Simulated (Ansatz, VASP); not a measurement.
**Two plane-wave programs on BN**

```
CELL_PARAMETERS angstrom
4.55540 0.00000 0.00000
0.00000 4.55540 0.00000
0.00000 0.00000 2.39620
ATOMIC_POSITIONS crystal
B 0.17428 0.82572 0.50000
B 0.32572 0.32572 0.00000
B 0.67428 0.67428 0.00000
B 0.82572 0.17428 0.50000
N 0.81261 0.81261 0.50000
N 0.31261 0.68739 0.00000
N 0.68739 0.31261 0.00000
N 0.18739 0.18739 0.50000
```

Alike in both runs: task single point; functional PBE; k mesh 6 × 6 × 10; occupations gaussian, width 0.05 eV; no spin polarisation.

|  | VASP | Ansatz |
| --- | --- | --- |
| version | VASP 6.6.1 | Ansatz 0.2.0 |
| potentials or method | VASP PAW PBE potentials, release 64 (B, N), cutoff 520 eV | scalar-relativistic, plane waves, PAW |
| valence electrons in the cell | 32 | 32 |

|  | VASP | Ansatz | Ansatz less VASP |
| --- | --- | --- | --- |
| gap on the k mesh at the Fermi level (eV) | 4.62 | 4.63 | +0.011 |
| least direct gap on the mesh (eV) | 5.86 | 5.87 | +0.011 |
| pressure (GPa) | 7.0 | 6.7 | -0.36 |
| traceless stress, the component that is largest in VASP (GPa) | 55.02 | 54.60 | -0.420 |
| rms of the force components (eV/Å) | 0.306 | 0.294 | -0.0119 |

Atom by atom the forces differ by 0.015 eV/Å (rms over components).
